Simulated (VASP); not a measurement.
# CoO (F-43m) in VASP: notebook

The runs below take CoO through single point, with PBE+U.

Everything below comes from runs of VASP 6.6.1. Logs are shortened: lines on timing, memory, paths and dates and some standing lists are left out, and cuts for length are marked.

### 1 The cell of the first run

Symmetry: F-43m, No. 216, cubic system. Conventional cell: a = 4.411 Å, b = 4.411 Å, c = 4.411 Å, α = 90.00°, β = 90.00°, γ = 90.00°. Co (site symmetry -43m) has 4 O at 1.91 Å within 2.5 Å. O (site symmetry -43m) has 4 Co at 1.91 Å within 2.5 Å.

### 2 Single point, PBE+U, collinear spin, ferromagnetic start

INCAR reads:

```
SYSTEM = CoO
PREC = Accurate
ENCUT = 520
EDIFF = 1E-6
ISMEAR = 0
SIGMA = 0.02
LREAL = .FALSE.
LASPH = .TRUE.
NELM = 150
ALGO = Normal
ISIF = 2
LWAVE = .FALSE.
LCHARG = .FALSE.
ISPIN = 2
MAGMOM = 3 0
LORBIT = 11
LMAXMIX = 4
LDAU = .TRUE.
LDAUTYPE = 2
LDAUL = 2 -1
LDAUU = 3.32 0
LDAUJ = 0 0
LDAUPRINT = 1
GGA = PE
NBANDS = 18
```

KPOINTS reads:

```
Automatic mesh
0
G
  14 14 14
  0 0 0
```

POSCAR reads:

```
CoO
1.0
    0.0000000000      2.2055385038      2.2055385038
    2.2055385038      0.0000000000      2.2055385038
    2.2055385038      2.2055385038      0.0000000000
Co O
1 1
Direct
    0.0000000000      0.0000000000      0.0000000000
    0.2500000000      0.2500000000      0.2500000000
```

Potentials or basis: VASP PAW PBE potentials, release 64 (Co, O).

Run with:

```console
$ cat potpaw_PBE.64/Co/POTCAR potpaw_PBE.64/O/POTCAR > POTCAR
$ mpirun -np 1 vasp_std > vasp.out
```

OUTCAR:

```text
SYSTEM = CoO
   PREC = Accurate
   ENCUT = 520
   EDIFF = 1E-6
   ISMEAR = 0
   LREAL = .FALSE.
   LASPH = .TRUE.
   NELM = 150
   ISIF = 2
   ISPIN = 2
   LORBIT = 11
   GGA = PE

 ion  position               nearest neighbor table
   1  0.000  0.000  0.000-   2 1.91   2 1.91   2 1.91   2 1.91
   2  0.250  0.250  0.250-   1 1.91   1 1.91   1 1.91   1 1.91

  LATTYP: Found a face centered cubic cell.
 ALAT       =     4.4110770076

  Lattice vectors:

 A1 = (   0.0000000000,   2.2055385038,   2.2055385038)
 A2 = (   2.2055385038,   0.0000000000,   2.2055385038)
 A3 = (   2.2055385038,   2.2055385038,   0.0000000000)

Analysis of symmetry for initial positions (statically):
=====================================================================
 Subroutine PRICEL returns:
 Original cell was already a primitive cell.

 Routine SETGRP: Setting up the symmetry group for a
 face centered cubic supercell.

 Subroutine GETGRP returns: Found 24 space group operations
 (whereof 24 operations were pure point group operations)
 out of a pool of 48 trial point group operations.

The static configuration has the point symmetry T_d .

Analysis of symmetry for dynamics (positions and initial velocities):
=====================================================================
 Subroutine PRICEL returns:
 Original cell was already a primitive cell.

 Routine SETGRP: Setting up the symmetry group for a
 face centered cubic supercell.

 Subroutine GETGRP returns: Found 24 space group operations
 (whereof 24 operations were pure point group operations)
 out of a pool of 48 trial point group operations.

The dynamic configuration has the point symmetry T_d .

Analysis of structural, dynamic, and magnetic symmetry:
=====================================================================
 Subroutine PRICEL returns:
 Original cell was already a primitive cell.

 Routine SETGRP: Setting up the symmetry group for a
 face centered cubic supercell.

 Subroutine GETGRP returns: Found 24 space group operations
 (whereof 24 operations were pure point group operations)
 out of a pool of 48 trial point group operations.

The overall configuration has the point symmetry T_d .

 Subroutine INISYM returns: Found 24 space group operations
 (whereof 24 operations are pure point group operations),
 and found     1 'primitive' translations

----------------------------------------------------------------------------------------

                                     Primitive cell

  volume of cell :      21.4572

  direct lattice vectors                    reciprocal lattice vectors
     0.000000000  2.205538504  2.205538504    -0.226702005  0.226702005  0.226702005
     2.205538504  0.000000000  2.205538504     0.226702005 -0.226702005  0.226702005
     2.205538504  2.205538504  0.000000000     0.226702005  0.226702005 -0.226702005

  length of vectors
     3.119102464  3.119102464  3.119102464     0.392659390  0.392659390  0.392659390

  position of ions in fractional coordinates (direct lattice)
     0.000000000  0.000000000  0.000000000
     0.250000000  0.250000000  0.250000000

  ion indices of the primitive-cell ions
   primitive index   ion index
                 1           1
                 2           2

----------------------------------------------------------------------------------------

 KPOINTS: Automatic mesh

Automatic generation of k-mesh.
 Grid dimensions read from file:
 generate k-points for:   14   14   14

 Generating k-lattice:

  Cartesian coordinates                     Fractional coordinates (reciprocal lattice)
    -0.016193000  0.016193000  0.016193000     0.071428571  0.000000000  0.000000000
     0.016193000 -0.016193000  0.016193000     0.000000000  0.071428571  0.000000000
     0.016193000  0.016193000 -0.016193000     0.000000000  0.000000000  0.071428571

  Length of vectors
     0.028047099  0.028047099  0.028047099

  Shift w.r.t. Gamma in fractional coordinates (k-lattice)
     0.000000000  0.000000000  0.000000000

 Subroutine IBZKPT returns following result:
 ===========================================

 Found    104 irreducible k-points:

 Following reciprocal coordinates:
            Coordinates               Weight
  0.000000  0.000000  0.000000      1.000000
  0.071429  0.000000  0.000000      8.000000
  0.142857  0.000000  0.000000      8.000000
  0.214286  0.000000  0.000000      8.000000
  0.285714  0.000000  0.000000      8.000000
  0.357143  0.000000  0.000000      8.000000
[... 16 lines left out ...]
  0.214286  0.142857  0.000000     24.000000
  0.285714  0.142857  0.000000     24.000000
 [... further k-points ...]
   k-points           NKPTS =    104   k-points in BZ     NKDIM =    104   number of bands    NBANDS=     18
   number of dos      NEDOS =    301   number of ions     NIONS =      2
   total plane-waves  NPLWV =  13824
   dimension x,y,z NGX =    24 NGY =   24 NGZ =   24
   dimension x,y,z NGXF=    48 NGYF=   48 NGZF=   48
[... 81 lines left out ...]
  o =  0.9473  v =  0.0000  0.0000  0.0000  0.0000  0.0000  0.0000  0.0000  0.9980  0.0000  0.0639      0.0000  0.0000  0.0000  0.0000  0.0000  0.0000  0.0000  0.0000  0.0000  0.0000
  o =  0.9744  v =  0.0000 -0.0000  0.3840 -0.0000  0.9233  0.0000  0.0000  0.0000  0.0000  0.0000      0.0000  0.0000  0.0000  0.0000  0.0000  0.0000  0.0000  0.0000  0.0000  0.0000
  o =  0.9744  v =  0.0000  0.0000 -0.9233  0.0000  0.3840  0.0000  0.0000  0.0000  0.0000  0.0000      0.0000  0.0000  0.0000  0.0000  0.0000  0.0000  0.0000  0.0000  0.0000  0.0000
  o =  0.9964  v =  1.0000  0.0000  0.0000  0.0000  0.0000  0.0000  0.0000  0.0000  0.0000  0.0000      0.0000  0.0000  0.0000  0.0000  0.0000  0.0000  0.0000  0.0000  0.0000  0.0000
  o =  0.9964  v =  0.0000 -0.1517 -0.0000 -0.9884 -0.0000  0.0000  0.0000  0.0000  0.0000  0.0000      0.0000  0.0000  0.0000  0.0000  0.0000  0.0000  0.0000  0.0000  0.0000  0.0000
  o =  0.9964  v =  0.0000  0.9884  0.0000 -0.1517 -0.0000  0.0000  0.0000  0.0000  0.0000  0.0000      0.0000  0.0000  0.0000  0.0000  0.0000  0.0000  0.0000  0.0000  0.0000  0.0000

 number of electron      14.9999991 magnetization       2.9999345

 Free energy of the ion-electron system (eV)
  ---------------------------------------------------
  ext. energy  EPLUGINS =         0.00000000
  ---------------------------------------------------
  free energy    TOTEN  =       -11.93981820 eV

  energy without entropy =      -11.93981820  energy(sigma->0) =      -11.93981820

 E-fermi :   6.8185     XC(G=0): -11.4494

 val. band max:        6.6064093423   @ k =   0.0000   0.0000   0.0000
 cond. band min:       7.0080830766   @ k =  -0.2857   0.5000   0.2143
 fundamental gap:      0.4016737343
 Fermi energy:         6.8184912796

 spin component 1

 k-point     1 :       0.0000    0.0000    0.0000
  band No.  band energies     occupation
      1     -13.2426      1.00000
      2      -0.5261      1.00000
      3      -0.5261      1.00000
      4      -0.5260      1.00000
      5       3.1624      1.00000
      6       3.1625      1.00000
[... 10 lines left out ...]
     17      27.6139      0.00000
     18      29.2347      0.00000
[... 463 lines left out ...]
 k-point    24 :       0.2857    0.1429    0.0000
  band No.  band energies     occupation
      1     -12.8448      1.00000
      2      -0.8451      1.00000
      3      -0.1449      1.00000
      4      -0.1154      1.00000
      5       2.7697      1.00000
      6       3.2498      1.00000
[... 10 lines left out ...]
     17      32.4655      0.00000
     18      32.8491      0.00000

 [... further k-points ...]

 spin component 2

 k-point     1 :       0.0000    0.0000    0.0000
  band No.  band energies     occupation
      1     -12.8170      1.00000
      2       2.2113      1.00000
      3       2.2114      1.00000
      4       2.2117      1.00000
      5       4.7551      1.00000
      6       4.7561      1.00000
[... 10 lines left out ...]
     17      28.8714      0.00000
     18      29.7687      0.00000
[... 463 lines left out ...]
 k-point    24 :       0.2857    0.1429    0.0000
  band No.  band energies     occupation
      1     -12.3513      1.00000
      2       0.8474      1.00000
      3       2.1575      1.00000
      4       2.2470      1.00000
      5       4.9014      1.00000
      6       4.9701      1.00000
[... 10 lines left out ...]
     17      33.6592      0.00000
     18      34.3154      0.00000

 [... further k-points ...]

------------------------ aborting loop because EDIFF is reached ----------------------------------------

  FORCE on cell =-STRESS in cart. coord.  units (eV):
  Direction    XX          YY          ZZ          XY          YZ          ZX
  --------------------------------------------------------------------------------------
  -------------------------------------------------------------------------------------
  Total        3.1592714      3.1592714      3.1592714      0.0000000      0.0000000     -0.0000000
  in kB      235.8976369    235.8976369    235.8976369      0.0000000      0.0000000     -0.0000000
  external PRESSURE =     235.8976369 kB  Pullay stress =       0.0000000 kB

 VOLUME and BASIS-vectors are now :
 -----------------------------------------------------------------------------
  energy-cutoff  :      520.00
  volume of cell :       21.46
      direct lattice vectors                 reciprocal lattice vectors
     0.000000000  2.205538504  2.205538504    -0.226702005  0.226702005  0.226702005
     2.205538504  0.000000000  2.205538504     0.226702005 -0.226702005  0.226702005
     2.205538504  2.205538504  0.000000000     0.226702005  0.226702005 -0.226702005

 POSITION                                       TOTAL-FORCE (eV/Angst)
 -----------------------------------------------------------------------------------
      0.00000      0.00000      0.00000        -0.000000     -0.000000     -0.000000
      1.10277      1.10277      1.10277         0.000000      0.000000      0.000000
 -----------------------------------------------------------------------------------
    total drift:                                0.000000      0.000000     -0.000000

  FREE ENERGIE OF THE ION-ELECTRON SYSTEM (eV)
  ---------------------------------------------------
  free  energy   TOTEN  =       -11.9398182010 eV

  energy  without entropy=      -11.9398182010  energy(sigma->0) =      -11.93981820

 total charge

# of ion       s       p       d       tot
------------------------------------------
    1        0.387   0.520   7.246   8.153
    2        1.549   3.529   0.000   5.077
--------------------------------------------------
tot          1.936   4.048   7.246  13.231

 magnetization (x)

# of ion       s       p       d       tot
------------------------------------------
    1        0.020   0.062   2.597   2.678
    2        0.016   0.199   0.000   0.215
--------------------------------------------------
tot          0.036   0.261   2.597   2.894
```

Wall time 56 s (1 thread of AMD EPYC 9R45 (Zen 5), shared host); peak memory 0.16 GiB.

Results:

```
Free energy                                           : -11.9398 eV
Pressure                                              : 23.6 GPa
Band gap on the k mesh                                : 0.40 eV (least direct gap 0.49 eV)
Net moment                                            : 3.00 μB per cell
Site moments                                          : Co +2.68; O +0.21 μB
Valence electrons inside the program's atomic spheres : Co 8.15; O 5.08
```

Eigenvalues of the final occupation matrices:
| site | spin | trace | eigenvalues |
| --- | --- | --- | --- |
| site 1 d | 1 | 4.94 | 0.97 0.97 1.00 1.00 1.00 |
| site 1 d | 2 | 2.34 | 0.15 0.15 0.15 0.95 0.95 |

Caveat: the cell stands under pressure; a cell with one magnetic atom can't hold antiferromagnetic order, which such compounds often take.

### 3 Single point, PBE+U, collinear spin, ferromagnetic start

This run uses another cell than the first one, of 11.48 Å³/atom.

INCAR reads:

```
  PREC = Accurate
  ENCUT = 520
  EDIFF = 1E-7
  ISMEAR = 0
  SIGMA = 0.02
  LREAL = False
  LASPH = True
  NELM = 150
  ALGO = Normal
  ISIF = 2
  LWAVE = False
  LCHARG = False
  ISPIN = 2
  MAGMOM = 3 0
  LORBIT = 11
  LMAXMIX = 4
  LDAU = True
  LDAUTYPE = 2
  LDAUL = 2 -1
  LDAUU = 3.32 0
  LDAUJ = 0 0
  LDAUPRINT = 1
  GGA = PE
  NBANDS = 18
```

KPOINTS reads:

```
Automatic mesh
0
Gamma
  14 14 14
```

POSCAR reads:

```
CoO
1.0
    0.0000000000      2.2556814567      2.2556814567
    2.2556814567      0.0000000000      2.2556814567
    2.2556814567      2.2556814567      0.0000000000
Co O
1 1
Direct
    0.0000000000      0.0000000000      0.0000000000
    0.2500000000      0.2500000000      0.2500000000
```

Potentials or basis: VASP PAW PBE potentials, release 64 (Co, O).

Run with:

```console
$ cat potpaw_PBE.64/Co/POTCAR potpaw_PBE.64/O/POTCAR > POTCAR
$ mpirun -np 1 vasp_std > vasp.out
```

It took 67 s on 1 thread of AMD EPYC 9R45 (Zen 5), shared host; peak memory 0.16 GiB.

It converged, with:

- Free energy: -12.0979 eV
- Pressure: 10.5 GPa
- Band gap on the k mesh: 0.54 eV
- Net moment: 3.00 μB per cell
- Site moments: Co +2.69; O +0.20 μB
- Valence electrons inside the program's atomic spheres: Co 8.01; O 5.04

Levels at points of the mesh, in eV from the valence-band top:
Spin up:
```
           k point  band 5  band 6  band 7  band 8  band 9  band 10  band 11  band 12  band 13  band 14
(0.00, 0.00, 0.00)   -3.26   -3.26    0.00    0.00    0.00     0.54    14.52    14.52    14.52    19.88
(0.50, 0.00, 0.00)   -3.86   -3.31   -3.31   -0.82   -0.82     6.09     7.35    13.65    13.65    17.57
(0.50, 0.50, 0.00)   -4.45   -2.97   -2.47   -2.47   -2.13     5.09    10.44    11.17    14.63    14.63
```
Spin down:
| k point | band 2 | band 3 | band 4 | band 5 | band 6 | band 7 | band 8 | band 9 | band 10 | band 11 |
| --- | --- | --- | --- | --- | --- | --- | --- | --- | --- | --- |
| (0.00, 0.00, 0.00) | -3.83 | -3.83 | -3.83 | -1.69 | -1.69 | 1.30 | 4.25 | 4.25 | 4.25 | 15.06 |
| (0.50, 0.00, 0.00) | -5.79 | -4.01 | -4.01 | -1.12 | -1.12 | 2.04 | 3.37 | 3.37 | 6.70 | 8.66 |
| (0.50, 0.50, 0.00) | -6.19 | -3.64 | -3.64 | -1.35 | -0.77 | 0.80 | 2.79 | 2.79 | 7.27 | 11.06 |

Eigenvalues of the final occupation matrices:
```
    site  spin  trace               eigenvalues
site 1 d     1   4.92  0.97 0.97 0.99 0.99 0.99
site 1 d     2   2.30  0.13 0.13 0.13 0.95 0.95
```

Caveat: the cell stands under pressure; a cell with one magnetic atom can't hold antiferromagnetic order, which such compounds often take.

### 4 Single point, PBE+U, collinear spin, ferromagnetic start

This run uses another cell than the first one, of 11.98 Å³/atom.

INCAR reads:

```
SYSTEM = CoO
  ALGO = Normal
  EDIFF = 1E-6
  ENCUT = 520
  GGA = PE
  ISIF = 2
  ISMEAR = 0
  ISPIN = 2
  LASPH = .TRUE.
  LCHARG = .FALSE.
  LDAU = .TRUE.
  LDAUJ = 0 0
  LDAUL = 2 -1
  LDAUPRINT = 1
  LDAUTYPE = 2
  LDAUU = 3.32 0
  LMAXMIX = 4
  LORBIT = 11
  LREAL = .FALSE.
  LWAVE = .FALSE.
  MAGMOM = 3 0
  NBANDS = 18
  NELM = 150
  PREC = Accurate
  SIGMA = 0.02
```

KPOINTS reads:

```
k-points
0
G
  14 14 14
  0 0 0
```

POSCAR reads:

```
CoO
1.0
    0.0000000000      2.2879098318      2.2879098318
    2.2879098318      0.0000000000      2.2879098318
    2.2879098318      2.2879098318      0.0000000000
Co O
1 1
Direct
    0.0000000000      0.0000000000      0.0000000000
    0.2500000000      0.2500000000      0.2500000000
```

Run with:

```console
$ cat potpaw_PBE.64/Co/POTCAR potpaw_PBE.64/O/POTCAR > POTCAR
$ mpirun -np 1 vasp_std > vasp.out
```

Run time: 59 s. Hardware: 1 thread of AMD EPYC 9R45 (Zen 5), shared host; peak memory 0.17 GiB.

The run converged. Its results:

```
Free energy                                           : -12.1424 eV
Pressure                                              : 3.7 GPa
Band gap on the k mesh                                : 0.57 eV
Net moment                                            : 3.00 μB per cell
Site moments                                          : Co +2.70; O +0.19 μB
Valence electrons inside the program's atomic spheres : Co 7.93; O 5.02
```

Levels at points of the mesh, in eV from the valence-band top:
Spin up:
```
           k point  band 5  band 6  band 7  band 8  band 9  band 10  band 11  band 12  band 13  band 14
(0.00, 0.00, 0.00)   -3.17   -3.17    0.00    0.00    0.00     0.57    14.28    14.28    14.28    19.61
(0.50, 0.00, 0.00)   -3.80   -3.23   -3.23   -0.77   -0.77     5.99     7.28    13.47    13.47    17.27
(0.50, 0.50, 0.00)   -4.33   -2.90   -2.35   -2.35   -2.07     5.10    10.13    11.06    14.33    14.33
```
Spin down:
```csv
k point,band 4,band 5,band 6,band 7,band 8,band 9
"(0.00, 0.00, 0.00)",-3.51,-1.61,-1.60,1.30,4.22,4.22
"(0.50, 0.00, 0.00)",-3.71,-1.05,-1.05,2.16,3.41,3.41
"(0.50, 0.50, 0.00)",-3.35,-1.30,-0.73,1.01,2.87,2.87
```

Eigenvalues of the final occupation matrices:
```csv
site,spin,trace,eigenvalues
site 1 d,1,4.91,0.97 0.97 0.99 0.99 0.99
site 1 d,2,2.27,0.12 0.12 0.12 0.95 0.95
```

Caveat: the cell stands under pressure; a cell with one magnetic atom can't hold antiferromagnetic order, which such compounds often take. The state reached can hang on the start; a lower one may exist.

### 5 Single point, PBE+U, collinear spin, ferromagnetic start

This run uses another cell than the first one, of 12.48 Å³/atom.

INCAR reads:

```
SYSTEM = CoO
  PREC = Accurate
  ENCUT = 520
  EDIFF = 1E-6
  ISMEAR = 0
  SIGMA = 0.02
  LREAL = .FALSE.
  LASPH = .TRUE.
  NELM = 150
  ALGO = Normal
  ISIF = 2
  LWAVE = .FALSE.
  LCHARG = .TRUE.
  ISPIN = 2
  MAGMOM = 2.73 0.22
  LORBIT = 11
  LMAXMIX = 4
  LDAU = .TRUE.
  LDAUTYPE = 2
  LDAUL = 2 -1
  LDAUU = 3.32 0
  LDAUJ = 0 0
  LDAUPRINT = 1
  GGA = PE
  LELF = .TRUE.
  LVHAR = .TRUE.
  NBANDS = 18
```

KPOINTS reads:

```
regular mesh
0
G
  14 14 14
  0 0 0
```

POSCAR reads:

```
CoO
1.0
    0.0000000000      2.3192549574      2.3192549574
    2.3192549574      0.0000000000      2.3192549574
    2.3192549574      2.3192549574      0.0000000000
Co O
1 1
Direct
    0.0000000000      0.0000000000      0.0000000000
    0.2500000000      0.2500000000      0.2500000000
```

Run with:

```console
$ cat potpaw_PBE.64/Co/POTCAR potpaw_PBE.64/O/POTCAR > POTCAR
$ mpirun -np 1 vasp_std > vasp.out
```

Wall time 62 s (1 thread of AMD EPYC 9R45 (Zen 5), shared host); peak memory 0.17 GiB.

It converged, with:

* Free energy: -12.1491 eV
* Pressure: -1.7 GPa
* Band gap on the k mesh: 0.59 eV
* Net moment: 3.00 μB per cell
* Site moments: Co +2.71; O +0.18 μB
* Valence electrons inside the program's atomic spheres: Co 7.86; O 5.00

Levels at points of the mesh, in eV from the valence-band top:
Spin up:
| k point | band 7 | band 8 | band 9 | band 10 | band 11 | band 12 |
| --- | --- | --- | --- | --- | --- | --- |
| (0.00, 0.00, 0.00) | 0.00 | 0.00 | 0.00 | 0.59 | 14.05 | 14.05 |
| (0.50, 0.00, 0.00) | -3.16 | -0.73 | -0.73 | 5.88 | 7.22 | 13.28 |
| (0.50, 0.50, 0.00) | -2.23 | -2.23 | -2.03 | 5.11 | 9.82 | 10.98 |
Spin down:
```csv
k point,band 4,band 5,band 6,band 7,band 8,band 9
"(0.00, 0.00, 0.00)",-3.21,-1.54,-1.54,1.30,4.19,4.19
"(0.50, 0.00, 0.00)",-3.44,-0.99,-0.98,2.25,3.43,3.43
"(0.50, 0.50, 0.00)",-3.09,-1.25,-0.70,1.20,2.93,2.93
```

Eigenvalues of the final occupation matrices:
| site | spin | trace | eigenvalues |
| --- | --- | --- | --- |
| site 1 d | 1 | 4.90 | 0.97 0.97 0.99 0.99 0.99 |
| site 1 d | 2 | 2.25 | 0.12 0.12 0.12 0.95 0.95 |

Caveat: a cell with one magnetic atom can't hold antiferromagnetic order, which such compounds often take. A k mesh can miss the band edges.

### 6 The runs side by side

| cell | gap on the mesh (eV) | pressure (GPa) | moment (μB) |
| --- | --- | --- | --- |
| a = 3.119 Å, angles 60.0°, 2 atoms | 0.40 | 23.6 | 3.00 |
| a = 3.190 Å, angles 60.0°, 2 atoms | 0.54 | 10.5 | 3.00 |
| a = 3.236 Å, angles 60.0°, 2 atoms | 0.57 | 3.7 | 3.00 |
| a = 3.280 Å, angles 60.0°, 2 atoms | 0.59 | -1.7 | 3.00 |

Alike in all rows: task single point; level PBE+U; potentials or basis VASP PAW PBE potentials, release 64 (Co, O); spin collinear, ferromagnetic start; Co d U = 3.32 eV; k mesh 14 × 14 × 14; cutoff (eV) 520; smearing gaussian 0.02 eV.

Caveats: a cell with one magnetic atom can't hold antiferromagnetic order, which such compounds often take; the cell stands under pressure (at least some runs).

Absolute energies hang on the potentials; compare differences alone.
